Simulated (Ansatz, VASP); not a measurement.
**Hf4Cl3: VASP beside Ansatz**

```
CELL_PARAMETERS angstrom
4.77220 0.00000 0.00000
0.00000 4.77220 0.00000
0.00000 0.00000 8.56975
ATOMIC_POSITIONS crystal
Hf 0.50000 0.50000 0.79762
Hf 0.50000 0.50000 0.20238
Hf 0.00000 0.50000 0.00000
Hf 0.50000 0.00000 0.00000
Cl 0.00000 0.00000 0.17411
Cl 0.00000 0.00000 0.82589
Cl 0.50000 0.50000 0.50000
```

Alike in both runs: functional PBE; k mesh 4 × 4 × 2; occupations gaussian, width 0.2 eV; no spin polarisation.

Ansatz relaxed the structure, and its values are those at the end. VASP's run is a single point on that final structure, the one shown.

```csv
,VASP,Ansatz
version,VASP 6.6.1,Ansatz 0.2.0
potentials or method,"VASP PAW PBE potentials, release 64 (Hf_pv, Cl), cutoff 500 eV","scalar-relativistic, plane waves, PAW"
valence electrons in the cell,61,125
```

```csv
,VASP,Ansatz,Ansatz less VASP
gap on the k mesh at the Fermi level (eV),none,none,-
pressure (GPa),-0.3,0.1,+0.35
rms of the force components (eV/Å),0.027,0.022,-0.0046
```

A gap of «none» marks a metal or a gap that the smearing closes. VASP's potentials hold 61 valence electrons a cell and Ansatz's 125, so a difference there can come from the potentials and not from the codes.

The k mesh is coarse, so the values compare programs but aren't converged. Spin-orbit coupling is off throughout.
